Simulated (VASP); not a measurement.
Runs of VASP 6.6.1 on CsSn2N3. The structure is that of space group P6/mmm (No. 191), or close to it. The cells are those of the table. 

```csv
task,cell,k mesh,cutoff (eV),gap on the mesh (eV),pressure (GPa),relaxed volume (Å³/atom)
relaxation of cell and atoms,"relaxed from a = 6.036, b = 6.036, c = 3.675 Å, angles 90.0, 90.0, 120.0°, 6 atoms",3 × 3 × 6,600,none,0.0,(a)
single point,"a = 6.037, b = 6.037, c = 3.049 Å, angles 90.0, 90.0, 120.0°, 6 atoms",3 × 3 × 6,520,none,0.3,-
single point,"a = 6.051, b = 6.051, c = 3.062 Å, angles 90.0, 90.0, 120.0°, 6 atoms",6 × 6 × 12,520,none,0.3,-
relaxation of cell and atoms,"relaxed from a = 6.037, b = 6.037, c = 3.049 Å, angles 90.0, 90.0, 120.0°, 6 atoms",6 × 6 × 12,600,none,0.0,16.23
single point,"a = 6.036, b = 6.036, c = 3.675 Å, angles 90.0, 90.0, 120.0°, 6 atoms",6 × 6 × 6,520,none,-7.9,-
```

Alike in all rows: level PBE; potentials or basis VASP PAW PBE potentials, release 64 (Cs_sv, Sn_d, N); no spin polarisation; smearing gaussian 0.1 eV.

Fill in the values left out.

(a) 16.08.

Caveats: some runs use coarse meshes; spin-orbit coupling is left out, which moves the levels of the heavy elements; the volume moved by over 15 % at a fixed basis, so the end points are rough (some runs).

A k mesh can miss the band edges, and the runs leave out spin-orbit coupling on Cs, Sn.

A gap of «none» marks levels without a gap at the run's occupations.
